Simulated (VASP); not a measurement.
GaAs3: single point with PBE

GaAs3:

```
Ga As
1.0
     5.40192    0.00000    0.00000
     0.00000    5.40192    0.00000
     0.00000    0.00000    5.40192
Ga As
2 6
Direct
  0.50000 0.50000 0.50000
  0.00000 0.00000 0.00000
  0.50000 0.25000 0.00000
  0.50000 0.75000 0.00000
  0.25000 0.00000 0.50000
  0.75000 0.00000 0.50000
  0.00000 0.50000 0.25000
  0.00000 0.50000 0.75000
```

The cell was built from a structure type or drawn by symmetry, and may not be a known phase.

| Item | Value |
| --- | --- |
| Program | VASP 6.6.1 |
| Task | single point |
| Functional | PBE |
| Potentials or basis | VASP PAW PBE potentials, release 64 (Ga_d, As) |
| Cutoff | 500 eV |
| k mesh | 3 × 3 × 3 |
| Occupations | gaussian, width 0.2 eV |
| Spin | no spin polarisation |
| Dipole correction | no |
| Further INCAR settings | ALGO = Normal; EDIFF = 1e-06; NBANDS = 38 |

```
Pressure               : -0.1 GPa
Band gap on the k mesh : zero (bands 28 and 29 overlap by 1.82 eV)
```

Levels at points of the mesh, in eV from the Fermi level:
```
           k point  band 26  band 27  band 28  band 29  band 30  band 31  band 32  band 33
(0.00, 0.00, 0.00)    -1.87    -1.73    -1.73    -1.73    -0.98     0.99     0.99     0.99
```

Wall time 26 s on 1 thread of Intel(R) Xeon(R) Platinum 8488C (Sapphire Rapids) (shared host), peak memory 0.23 GiB.

Caveat: the k points lie up to 0.39 Å⁻¹ apart, too coarse for converged energies and pressures of a metal.
